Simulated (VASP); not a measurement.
# AlNi (P4/mmm) in VASP: vibrations by perturbation theory with PBEsol

Aim: the vibrations by perturbation theory of AlNi with PBEsol.

Program: VASP 6.6.1. These are calculated values, not measurements. Logs are shortened: lines on timing, memory, paths and dates and some standing lists are left out, and cuts for length are marked.

**1. The cell of the first run**

The typed cell holds 2 atoms: a = 2.881 Å, b = 2.881 Å, c = 2.884 Å, α = 90.00°, β = 90.00°, γ = 90.00°.

**2. Vibrations by perturbation theory, PBEsol (11.97 Å³/atom)**

INCAR reads:

```
ALGO = Fast
EDIFF = 1E-8
ENCUT = 520
GGA = PS
IBRION = 8
ISIF = 2
ISMEAR = -1
LASPH = True
LCHARG = False
LREAL = False
LWAVE = False
NELM = 60
NSW = 1
PREC = Accurate
SIGMA = 0.15
```

KPOINTS reads:

```
k-points
0
Gamma
  16 16 14
```

POSCAR reads:

```
AlNi
1.0
    2.0374889135     -2.0374889135      0.0000000000
    2.0374889135      2.0374889135      0.0000000000
    0.0000000000      0.0000000000      2.8837228780
Al Ni
1 1
Direct
    0.0000000000      0.0000000000      0.0000000000
    0.5000000000      0.5000000000      0.5000000000
```

Potentials or basis: VASP PAW PBE potentials, release 64 (Al, Ni).

Started as:

```sh
$ cat potpaw_PBE.64/Al/POTCAR potpaw_PBE.64/Ni/POTCAR > POTCAR
$ mpirun -np 1 vasp_std > vasp.out
```

OUTCAR:

```text
EDIFF = 1E-8
   ENCUT = 520
   GGA = PS
   IBRION = 8
   ISIF = 2
   ISMEAR = -1
   LASPH = True
   LREAL = False
   NELM = 60
   NSW = 1
   PREC = Accurate

 ion  position               nearest neighbor table
   1  0.000  0.000  0.000-   2 2.50   2 2.50   2 2.50   2 2.50   2 2.50   2 2.50   2 2.50   2 2.50

   2  0.500  0.500  0.500-   1 2.50   1 2.50   1 2.50   1 2.50   1 2.50   1 2.50   1 2.50   1 2.50

  LATTYP: Found a simple tetragonal cell.
 ALAT       =     2.8814444547
 C/A-ratio  =     1.0007907226

  Lattice vectors:

 A1 = (   2.0374889135,  -2.0374889135,   0.0000000000)
 A2 = (   2.0374889135,   2.0374889135,   0.0000000000)
 A3 = (   0.0000000000,   0.0000000000,   2.8837228780)

Analysis of symmetry for initial positions (statically):
=====================================================================
 Subroutine PRICEL returns:
 Original cell was already a primitive cell.

 Routine SETGRP: Setting up the symmetry group for a
 simple tetragonal supercell.

 Subroutine GETGRP returns: Found 16 space group operations
 (whereof 16 operations were pure point group operations)
 out of a pool of 16 trial point group operations.

The static configuration has the point symmetry D_4h.

Analysis of symmetry for dynamics (positions and initial velocities):
=====================================================================
 Subroutine PRICEL returns:
 Original cell was already a primitive cell.

 Routine SETGRP: Setting up the symmetry group for a
 simple tetragonal supercell.

 Subroutine GETGRP returns: Found 16 space group operations
 (whereof 16 operations were pure point group operations)
 out of a pool of 16 trial point group operations.

The dynamic configuration has the point symmetry D_4h.

 Subroutine INISYM returns: Found 16 space group operations
 (whereof 16 operations are pure point group operations),
 and found     1 'primitive' translations

----------------------------------------------------------------------------------------

[... 473 lines left out ...]

 VOLUME and BASIS-vectors are now :
 -----------------------------------------------------------------------------
  energy-cutoff  :      520.00
  volume of cell :       23.94
      direct lattice vectors                 reciprocal lattice vectors
     2.037488913 -2.037488913  0.000000000     0.245400108 -0.245400108  0.000000000
     2.037488913  2.037488913  0.000000000     0.245400108  0.245400108  0.000000000
     0.000000000  0.000000000  2.883722878     0.000000000  0.000000000  0.346773959

 POSITION                                       TOTAL-FORCE (eV/Angst)
 -----------------------------------------------------------------------------------
      0.00000      0.00000      0.00000         0.000000      0.000000      0.000000
      2.03749      0.00000      1.44186        -0.000000     -0.000000      0.000000
 -----------------------------------------------------------------------------------
    total drift:                                0.000000     -0.000000     -0.000000

  FREE ENERGIE OF THE ION-ELECTRON SYSTEM (eV)
  ---------------------------------------------------
  free  energy   TOTEN  =       -11.6125725285 eV

  energy  without entropy=      -11.5493782187  energy(sigma->0) =      -11.58097537

[... ionic steps 2 to 3 ...]

--------------------------------------- Ionic step        4  -------------------------------------------

------------------------ aborting loop because EDIFF is reached ----------------------------------------
[... 11 lines left out ...]
[... ionic steps 8 to 8 ...]

--------------------------------------- Ionic step        9  -------------------------------------------

 Free energy of the ion-electron system (eV)
  ---------------------------------------------------
  ---------------------------------------------------
  free energy    TOTEN  =        -0.18528586 eV

  energy without entropy =       -0.18528583

------------------------ aborting loop because EDIFF is reached ----------------------------------------

 INTERNAL STRAIN TENSOR  FOR ION    2  DIRECTION 3   (eV/Angst):
 -----------------------------------------------------------------------------
     0.00936  0.00000 -0.00000
     0.00000  0.00936  0.00000
     0.00000  0.00000  0.03001

 INTERNAL STRAIN TENSOR FOR ION    2 for displacements in x,y,z  (eV/Angst):
          X           Y           Z          XY          YZ          ZX
  --------------------------------------------------------------------------------
  x     0.00000     0.00000     0.00000     0.00000     0.00000     0.00000
  y     0.00000     0.00000     0.00000     0.00000     0.00000     0.00000
  z     0.00000     0.00000     0.00000     0.00000     0.00000     0.00000

 SECOND DERIVATIVES (NOT SYMMETRIZED)
 ------------------------------------
               1X          1Y          1Z          2X          2Y          2Z
  1X    -5.762654    0.000000    0.000000    5.762654    0.000000    0.000000
  1Y     0.000000   -5.762654    0.000000    0.000000    5.762654    0.000000
  1Z     0.000000    0.000000   -5.739674    0.000000    0.000000    5.739674
  2X     5.792349    0.000000    0.000000   -5.792349    0.000000    0.000000
  2Y     0.000000    5.792349    0.000000    0.000000   -5.792349    0.000000
  2Z     0.000000    0.000000    5.794206    0.000000    0.000000   -5.794206

 Eigenvectors and eigenvalues of the dynamical matrix
 ----------------------------------------------------

   1 f  =    8.736154 THz    54.890872 2PiTHz  291.406719 cm-1    36.129812 meV
             X         Y         Z           dx          dy          dz
      0.000000  0.000000  0.000000     0.827014   -0.000000    0.000000
      2.037489  0.000000  1.441861    -0.562181    0.000000    0.000000
[... 21 lines left out ...]
   6 f/i=    0.019194 THz     0.120599 2PiTHz    0.640241 cm-1     0.079380 meV
             X         Y         Z           dx          dy          dz
      0.000000  0.000000  0.000000    -0.000000    0.000000    0.563012
      2.037489  0.000000  1.441861    -0.000000    0.000000    0.826448

--------------------------------------------------------------------------------------------------------

 ELASTIC MODULI CONTR FROM IONIC RELAXATION (kBar)
 Direction    XX          YY          ZZ          XY          YZ          ZX
 --------------------------------------------------------------------------------
 XX           0.0000      0.0000      0.0000      0.0000      0.0000      0.0000
 YY           0.0000      0.0000      0.0000      0.0000      0.0000      0.0000
 ZZ           0.0000      0.0000      0.0000      0.0000      0.0000      0.0000
 XY           0.0000      0.0000      0.0000      0.0000      0.0000      0.0000
 YZ           0.0000      0.0000      0.0000      0.0000      0.0000      0.0000
 ZX           0.0000      0.0000      0.0000      0.0000      0.0000      0.0000
 --------------------------------------------------------------------------------
```

OSZICAR:

```text
N       E                     dE             d eps       ncg     rms          rms(c)
DAV:   1     0.382360545766E+02    0.38236E+02   -0.56778E+03  7232   0.135E+03
DAV:   2    -0.120168305192E+02   -0.50253E+02   -0.47719E+02  7230   0.206E+02
[... 81 lines left out ...]
RMM:   9    -0.185286130706E+00    0.74962E-06   -0.51593E-08 10942   0.490E-04    0.486E-05
RMM:  10    -0.185285873267E+00    0.25744E-06   -0.51084E-08 11991   0.237E-04    0.524E-06
RMM:  11    -0.185285830874E+00    0.42394E-07   -0.51511E-08 12560   0.114E-04    0.366E-06
RMM:  12    -0.185285841893E+00   -0.11020E-07   -0.51072E-08 12505   0.886E-05    0.229E-06
RMM:  13    -0.185285858619E+00   -0.16726E-07   -0.50645E-08 11418   0.859E-05    0.249E-07
RMM:  14    -0.185285858328E+00    0.29103E-09   -0.51702E-08 10635   0.817E-05    0.897E-08
 Linear response finished
```

stdout:

```text
POSCAR found type information on POSCAR AlNi
 POSCAR found :  2 types and       2 ions
 scaLAPACK will be used
 -----------------------------------------------------------------------------
|                                                                             |
|                                                                             |
|     You enforced a specific xc type in the INCAR file but a different       |
|     I HOPE YOU KNOW WHAT YOU ARE DOING!                                     |
|                                                                             |
 -----------------------------------------------------------------------------

 LDA part: xc-table for (Slater+PW92), standard interpolation
 POSCAR, INCAR and KPOINTS ok, starting setup
 FFT: planning ... GRIDC
 FFT: planning ... GRID_SOFT
 FFT: planning ... GRID
 WAVECAR not read
 entering main loop
 Linear response reoptimize wavefunctions to high precision
 Linear response DOF=           4
 Linear response progress:
 first order change of Fermi-energy  -0.38105E-04
 force on displaced ion       1 direction 1 :  -5.763   0.000   0.000
 Linear response progress:
 first order change of Fermi-energy  -0.75808E-03
 force on displaced ion       1 direction 3 :   0.000  -0.000  -5.740
 Linear response progress:
 first order change of Fermi-energy   0.23616E-02
 force on displaced ion       2 direction 1 :  -5.792   0.000   0.000
 Linear response progress:
 first order change of Fermi-energy   0.25970E-02
 force on displaced ion       2 direction 3 :   0.000  -0.000  -5.794
 Linear response finished
```

Run time: 12 min. Hardware: 1 thread of Oxide Virtual Turin-like, shared host; peak memory 0.45 GiB.

What came out:

* Highest phonon frequency at Γ: 291 cm⁻¹

Phonon frequencies in cm⁻¹ (negative: imaginary):
```tsv
q point	frequencies
(0.000, 0.000, 0.000)	-1 0 0 291 291 291
```

Caveat: the cell stands under pressure or tension, which shifts response properties; the PAW data sets were made with another functional, which shifts forces and pressure a little. Spin polarisation is off, so any magnetic state and its effect on volume and gap are missing.
